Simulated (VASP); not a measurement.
Here is a VASP 6.6.1 calculation.

Contents of INCAR:

```
PREC = Accurate
ENCUT = 520
EDIFF = 1E-6
ISMEAR = 1
SIGMA = 0.15
LREAL = F
LASPH = T
NELM = 80
ALGO = Normal
ISIF = 2
LWAVE = F
LCHARG = F
GGA = CA
NBANDS = 16
```

Contents of KPOINTS:

```
regular mesh
0
Gamma
  7 7 7
```

File POSCAR:

```
YS
1.0
    0.0000000000      2.6489649501      2.6489649501
    2.6489649501      0.0000000000      2.6489649501
    2.6489649501      2.6489649501      0.0000000000
Y S
1 1
Direct
    0.5000000000      0.5000000000      0.5000000000
    0.0000000000      0.0000000000      0.0000000000
```

Potentials or basis: VASP PAW LDA potentials, release 64 (Y_sv, S).

The run is started by

```sh
$ cat potpaw_LDA.64/Y_sv/POTCAR potpaw_LDA.64/S/POTCAR > POTCAR
$ mpirun -np 1 vasp_std > vasp.out
```

(1) Estimate the pressure.

## Answers

(1) 8.6 GPa.
